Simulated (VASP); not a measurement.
Crystal: WC.

```xyz
2
Lattice="2.9065 0.0000 0.0000 -1.4532 2.5171 0.0000 0.0000 0.0000 2.8366" Properties=species:S:1:pos:R:3 pbc="T T T"
W     0.0000    0.0000    0.0000
C     1.4533    0.8390    1.4183
```

```yaml
Program: VASP 6.6.1
Task: relaxation of cell and atoms
Functional: LDA
Potentials_or_basis: VASP PAW LDA potentials, release 64 (W_sv, C)
Cutoff: 600 eV
k_mesh: 11 × 11 × 9
Occupations: fermi-dirac, width 0.05 eV
Spin: no spin polarisation
```

At the start: pressure -7.5 GPa; volume 10.38 Å³/atom.

Q: Where does the relaxation end?

A: Over 4 steps the energy falls by 4.5 meV/atom and the volume is 10.19 Å³/atom (-1.8 %); space group P-6m2 (No. 187, to 0.1 Å) before and after.

Step by step:
```
step  energy change (eV)  largest force (eV/Å)  pressure (GPa)  volume (Å³)
   1              0.0000                0.0000           -7.48        20.75
   2              0.0722                0.0000           25.31        19.33
   3             -0.0091                0.0000           -0.18        20.39
   4             -0.0091                0.0000           -0.02        20.38
```

Final structure:
```cif
data_structure
_symmetry_space_group_name_H-M 'P 1'
_symmetry_Int_Tables_number 1
_cell_length_a 2.8910
_cell_length_b 2.8910
_cell_length_c 2.8156
_cell_angle_alpha 90.000
_cell_angle_beta 90.000
_cell_angle_gamma 120.000
_cell_volume 20.38
loop_
_atom_site_label
_atom_site_type_symbol
_atom_site_fract_x
_atom_site_fract_y
_atom_site_fract_z
_atom_site_occupancy
W1 W 0.00000 0.00000 0.00000 1
C1 C 0.66667 0.33333 0.50000 1
```
